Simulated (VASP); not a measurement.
# S in VASP: further runs

Runs on S. Level: PBE. Tasks: single point.

All numbers are computed with VASP 6.6.1; they aren't measurements. Logs are shortened: lines on timing, memory, paths and dates and some standing lists are left out, and cuts for length are marked.

### Step 1. The cell of the first run

It takes space group Fm-3m (No. 225, cubic). Conventional cell: a = 4.181 Å, b = 4.181 Å, c = 4.181 Å, α = 90.00°, β = 90.00°, γ = 90.00°. Within 3.9 Å of S (site symmetry m-3m) lie 12 S at 2.96 Å.

### Step 2. Single point, PBE (strained)

The input, INCAR:

```
PREC = Accurate ; ENCUT = 520
EDIFF = 1E-7 ; ISMEAR = 0
SIGMA = 0.1 ; LREAL = False
LASPH = True ; NELM = 80
ALGO = Normal ; ISIF = 2
LWAVE = False ; LCHARG = False
GGA = PE ; NBANDS = 9
```

The input, KPOINTS:

```
Automatic mesh
0
Gamma
  18 18 18
```

The input, POSCAR:

```
S
1.0
    0.0000000000      2.0904780306      2.0904780306
    2.0904780306      0.0000000000      2.0904780306
    2.0904780306      2.0904780306      0.0000000000
S
1
Direct
    0.0000000000      0.0000000000      0.0000000000
```

Potentials or basis: VASP PAW PBE potentials, release 64 (S).

Launch:

```bash
> cat potpaw_PBE.64/S/POTCAR > POTCAR
> mpirun -np 1 vasp_std > vasp.out
```

OUTCAR:

```text
PREC = Accurate
   ENCUT = 520
   EDIFF = 1E-7
   ISMEAR = 0
   LREAL = False
   LASPH = True
   NELM = 80
   ISIF = 2
   GGA = PE

 ion  position               nearest neighbor table
   1  0.000  0.000  0.000-

  LATTYP: Found a face centered cubic cell.
 ALAT       =     4.1809560612

  Lattice vectors:

 A1 = (   0.0000000000,   2.0904780306,   2.0904780306)
 A2 = (   2.0904780306,   0.0000000000,   2.0904780306)
 A3 = (   2.0904780306,   2.0904780306,   0.0000000000)

Analysis of symmetry for initial positions (statically):
=====================================================================
 Subroutine PRICEL returns:
 Original cell was already a primitive cell.

 Routine SETGRP: Setting up the symmetry group for a
 face centered cubic supercell.

 Subroutine GETGRP returns: Found 48 space group operations
 (whereof 48 operations were pure point group operations)
 out of a pool of 48 trial point group operations.

The static configuration has the point symmetry O_h .

Analysis of symmetry for dynamics (positions and initial velocities):
=====================================================================
 Subroutine PRICEL returns:
 Original cell was already a primitive cell.

 Routine SETGRP: Setting up the symmetry group for a
 face centered cubic supercell.

 Subroutine GETGRP returns: Found 48 space group operations
 (whereof 48 operations were pure point group operations)
 out of a pool of 48 trial point group operations.

The dynamic configuration has the point symmetry O_h .

 Subroutine INISYM returns: Found 48 space group operations
 (whereof 48 operations are pure point group operations),
 and found     1 'primitive' translations

----------------------------------------------------------------------------------------

                                     Primitive cell

  volume of cell :      18.2712

  direct lattice vectors                    reciprocal lattice vectors
     0.000000000  2.090478031  2.090478031    -0.239179744  0.239179744  0.239179744
     2.090478031  0.000000000  2.090478031     0.239179744 -0.239179744  0.239179744
     2.090478031  2.090478031  0.000000000     0.239179744  0.239179744 -0.239179744

  length of vectors
     2.956382383  2.956382383  2.956382383     0.414271469  0.414271469  0.414271469

  position of ions in fractional coordinates (direct lattice)
     0.000000000  0.000000000  0.000000000

  ion indices of the primitive-cell ions
   primitive index   ion index
                 1           1

----------------------------------------------------------------------------------------

 KPOINTS: Automatic mesh

Automatic generation of k-mesh.
 Grid dimensions read from file:
 generate k-points for:   18   18   18

 Generating k-lattice:

  Cartesian coordinates                     Fractional coordinates (reciprocal lattice)
    -0.013287764  0.013287764  0.013287764     0.055555556  0.000000000  0.000000000
     0.013287764 -0.013287764  0.013287764     0.000000000  0.055555556  0.000000000
     0.013287764  0.013287764 -0.013287764     0.000000000  0.000000000  0.055555556

  Length of vectors
     0.023015082  0.023015082  0.023015082

  Shift w.r.t. Gamma in fractional coordinates (k-lattice)
     0.000000000  0.000000000  0.000000000

 Subroutine IBZKPT returns following result:
 ===========================================

 Found    195 irreducible k-points:

 Following reciprocal coordinates:
            Coordinates               Weight
  0.000000  0.000000  0.000000      1.000000
  0.055556  0.000000  0.000000      8.000000
  0.111111  0.000000  0.000000      8.000000
  0.166667  0.000000  0.000000      8.000000
  0.222222  0.000000  0.000000      8.000000
  0.277778  0.000000  0.000000      8.000000
[... 16 lines left out ...]
 -0.277778  0.055556  0.000000     24.000000
 -0.222222  0.055556  0.000000     24.000000
 [... further k-points ...]
   k-points           NKPTS =    195   k-points in BZ     NKDIM =    195   number of bands    NBANDS=      9
   number of dos      NEDOS =    301   number of ions     NIONS =      1
   total plane-waves  NPLWV =  13824
   dimension x,y,z NGX =    24 NGY =   24 NGZ =   24
   dimension x,y,z NGXF=    48 NGYF=   48 NGZF=   48
   ions per type =               1
   NGX,Y,Z   is equivalent  to a cutoff of  13.50, 13.50, 13.50 a.u.
   NGXF,Y,Z  is equivalent  to a cutoff of  26.99, 26.99, 26.99 a.u.
 SYSTEM =  unknown system
   PREC   = accura    normal or accurate (medium, high low for compatibility)
   ISTART =      0    job   : 0-new  1-cont  2-samecut
   ICHARG =      2    charge: 1-file 2-atom 10-const
   ISPIN  =      1    spin polarized calculation?
   LNONCOLLINEAR =      F non collinear calculations
   LSORBIT =      F    spin-orbit coupling
   LASPH  =      T    aspherical Exc in radial PAW
   ENCUT  =  520.0 eV  38.22 Ry    6.18 a.u.   5.50  5.50  5.50*2*pi/ulx,y,z
   NELM   =     80;   NELMIN=  2; NELMDL= -5     # of ELM steps
   EDIFF  = 0.1E-06   stopping-criterion for ELM
   LREAL  =      F    real-space projection
   EDIFFG = 0.1E-05   stopping-criterion for IOM
   NSW    =      0    number of steps for IOM
   IBRION =     -1    ionic relax: 0-MD 1-quasi-New 2-CG
   NFREE  =      0    steps in history (QN), initial steepest desc. (CG)
   ISIF   =      2    stress and relaxation
   ISYM   =      2    0-nonsym 1-usesym 2-fastsym
   POTIM  = 0.5000    time-step for ionic-motion
   TEBEG  =    0.0;   TEEND  =   0.0 temperature during run
   PSTRESS=    0.0 pullay stress
   NELECT =       6.0000    total number of electrons
   NUPDOWN=      -1.0000    fix difference up-down
   EMIN   =  10.00;   EMAX   =-10.00  energy-range for DOS
   EFERMI =   0.00;   METHOD = LEGACY
   ISMEAR =     0;   SIGMA  =   0.10  broadening in eV -4-tet -1-fermi 0-gaus
   EFERMI_NEDOS =   21; number of points for ismear=-14 and -15
   IALGO  =     38    algorithm
   IMIX   =      4    mixing-type and parameters
     AMIX     =   0.40;   BMIX     =  1.00
     AMIX_MAG =   1.60;   BMIX_MAG =  1.00
  volume/ion in A,a.u.               =      18.27       123.30
  Fermi-wavevector in a.u.,A,eV,Ry     =   1.129457  2.134364 17.356582  1.275673
  Thomas-Fermi vector in A             =   2.266150
   LORBIT       =      0    0 simple, 1 ext, 2 COOP (PROOUT), +10 PAW based schemes
   GGA     = PE    functional components
   LHFCALC =     F    Hartree Fock is set to
   AEXX    =    0.0000 exact exchange contribution
   IVDW    =     0    specifies the selected vdW correction
   LEPSILON=     F    determine dielectric tensor
   LRPA    =     F    only Hartree local field effects (RPA)
 non-spin polarized calculation
 Gauss-broadening in eV      SIGMA  =   0.10
  energy-cutoff  :      520.00
  volume of cell :       18.27
 maximum number of plane-waves:       531
 NGX is ok and might be reduce to    24
   NGX = 11   NGY = 11   NGZ = 11

 number of electron       5.9999999 magnetization

 Free energy of the ion-electron system (eV)
  ---------------------------------------------------
  ext. energy  EPLUGINS =         0.00000000
  ---------------------------------------------------
  free energy    TOTEN  =        -2.75934653 eV

  energy without entropy =       -2.75366560  energy(sigma->0) =       -2.75650607

 E-fermi :   5.4931     XC(G=0): -10.4967

 val. band max:        5.4876502431   @ k =   0.3889   0.2778   0.0000
 cond. band min:       5.4998701896   @ k =  -0.1667   0.1667   0.0000
 fundamental gap:      0.0122199465
 Fermi energy:         5.4931208507

 k-point     1 :       0.0000    0.0000    0.0000
  band No.  band energies     occupation
      1      -9.8954      2.00000
      2       7.9869      0.00000
      3       7.9869      0.00000
      4       7.9869      0.00000
      5      17.5410      0.00000
      6      17.5410      0.00000
      7      17.5410      0.00000
      8      17.8141      0.00000
      9      22.2500      0.00000

 k-point     2 :       0.0556    0.0000    0.0000
  band No.  band energies     occupation
      1      -9.8333      2.00000
      2       7.6446      0.00000
      3       7.9458      0.00000
      4       7.9458      0.00000
      5      17.3529      0.00000
      6      17.6474      0.00000
      7      17.6474      0.00000
      8      18.0802      0.00000
      9      22.0511      0.00000

 k-point     3 :       0.1111    0.0000    0.0000
  band No.  band energies     occupation
      1      -9.6485      2.00000
      2       6.7397      0.00000
      3       7.8321      0.00000
      4       7.8321      0.00000
      5      16.8592      0.00000
      6      17.9187      0.00000
      7      17.9187      0.00000
      8      18.8387      0.00000
      9      21.6173      0.00000

 k-point     4 :       0.1667    0.0000    0.0000
  band No.  band energies     occupation
      1      -9.3456      2.00000
      2       5.5064      0.85129
      3       7.6701      0.00000
      4       7.6701      0.00000
      5      16.2856      0.00000
      6      18.1832      0.00000
      7      18.1832      0.00000
      8      19.8668      0.00000
      9      21.3081      0.00000
[... 205 lines left out ...]
 k-point    22 :      -0.3333    0.0556    0.0000
  band No.  band energies     occupation
      1      -7.6263      2.00000
      2       1.1147      2.00000
      3       6.6597      0.00000
      4       7.2212      0.00000
      5      15.1289      0.00000
      6      17.2379      0.00000
      7      17.3664      0.00000
      8      22.2106      0.00000
      9      22.9713      0.00000

 k-point    23 :      -0.2778    0.0556    0.0000
  band No.  band energies     occupation
      1      -8.1966      2.00000
      2       2.3434      2.00000
      3       6.7752      0.00000
      4       7.4062      0.00000
      5      15.4192      0.00000
      6      17.6846      0.00000
      7      17.7171      0.00000
      8      21.4975      0.00000
      9      21.7884      0.00000

 k-point    24 :      -0.2222    0.0556    0.0000
  band No.  band energies     occupation
      1      -8.7230      2.00000
      2       3.6856      2.00000
      3       6.9453      0.00000
      4       7.5978      0.00000
      5      15.7979      0.00000
      6      18.0763      0.00000
      7      18.0971      0.00000
      8      20.6271      0.00000
      9      20.8828      0.00000

 [... further k-points ...]
[... 5 lines left out ...]
  --------------------------------------------------------------------------------------
  -------------------------------------------------------------------------------------
  Total       -0.9351511     -0.9351511     -0.9351511     -0.0000000     -0.0000000      0.0000000
  in kB      -82.0022076    -82.0022076    -82.0022076     -0.0000000     -0.0000000      0.0000000
  external PRESSURE =     -82.0022076 kB  Pullay stress =       0.0000000 kB

 VOLUME and BASIS-vectors are now :
 -----------------------------------------------------------------------------
  energy-cutoff  :      520.00
  volume of cell :       18.27
      direct lattice vectors                 reciprocal lattice vectors
     0.000000000  2.090478031  2.090478031    -0.239179744  0.239179744  0.239179744
     2.090478031  0.000000000  2.090478031     0.239179744 -0.239179744  0.239179744
     2.090478031  2.090478031  0.000000000     0.239179744  0.239179744 -0.239179744

 POSITION                                       TOTAL-FORCE (eV/Angst)
 -----------------------------------------------------------------------------------
      0.00000      0.00000      0.00000        -0.000000      0.000000      0.000000
 -----------------------------------------------------------------------------------
    total drift:                                0.000000     -0.000000      0.000000

  FREE ENERGIE OF THE ION-ELECTRON SYSTEM (eV)
  ---------------------------------------------------
  free  energy   TOTEN  =        -2.7593465305 eV

  energy  without entropy=       -2.7536656018  energy(sigma->0) =       -2.75650607
```

Wall time 12 s (1 thread of Intel Xeon 6975P-C (Granite Rapids), shared host); peak memory 0.15 GiB.

Results:

| Quantity | Value |
| --- | --- |
| Free energy | -2.7593 eV |
| Pressure | -8.2 GPa |
| Band gap on the k mesh | zero (band 3 reaches 7.99 eV, above the bottom of band 4 at 3.57 eV) |

Caveat: the cell differs from its parent crystal (strained).

### Step 3. Single point, PBE (strained)

The input, INCAR:

```
  PREC = Accurate
  ENCUT = 520
  EDIFF = 1E-6
  ISMEAR = 0
  SIGMA = 0.1
  LREAL = F
  LASPH = T
  NELM = 60
  ALGO = Normal
  ISIF = 2
  LWAVE = F
  LCHARG = F
  GGA = PE
  NBANDS = 9
```

The input, KPOINTS:

```
regular mesh
0
Gamma
  16 16 16
```

The input, POSCAR:

```
S
1.0
    0.0000000000      2.0573119844      2.0872272395
    2.0872272395      0.0000000000      2.0872272395
    2.0872272395      2.0573119844      0.0000000000
S
1
Direct
    0.0000000000      0.0000000000      0.0000000000
```

Potentials or basis: VASP PAW PBE potentials, release 64 (S).

Launch:

```bash
> cat potpaw_PBE.64/S/POTCAR > POTCAR
> mpirun -np 1 vasp_std > vasp.out
```

It took 20 s on 1 thread of Intel Xeon Platinum 8259CL at 2.50GHz (Skylake/Cascade Lake), shared host; peak memory 0.17 GiB.

Results (log left out):

| Property | Result |
| --- | --- |
| Free energy | -2.7815 eV |
| Pressure | -7.7 GPa |
| Band gap on the k mesh | zero (band 3 reaches 8.31 eV, above the bottom of band 4 at 3.66 eV) |

Stress tensor (GPa, compression positive):
```
-7.48  0.00  0.00
 0.00 -8.06  0.00
 0.00  0.00 -7.48
```

Levels at points of the mesh, in eV from the Fermi level:
```
           k point  band 1  band 2  band 3  band 4  band 5  band 6  band 7
(0.00, 0.00, 0.00)  -15.54    2.58    2.58    2.59   12.01   12.01   12.19
(0.50, 0.00, 0.00)  -12.21   -6.35    1.44    1.60    9.08   11.24   11.51
(0.50, 0.50, 0.00)  -10.98   -5.54   -0.74   -0.61    5.78    6.46   20.79
(0.50, 0.00, 0.50)  -10.83   -5.44   -0.83   -0.83    5.61    6.35   20.75
```

Caveat: the cell differs from its parent crystal (strained).

[end of part 1 of 2]
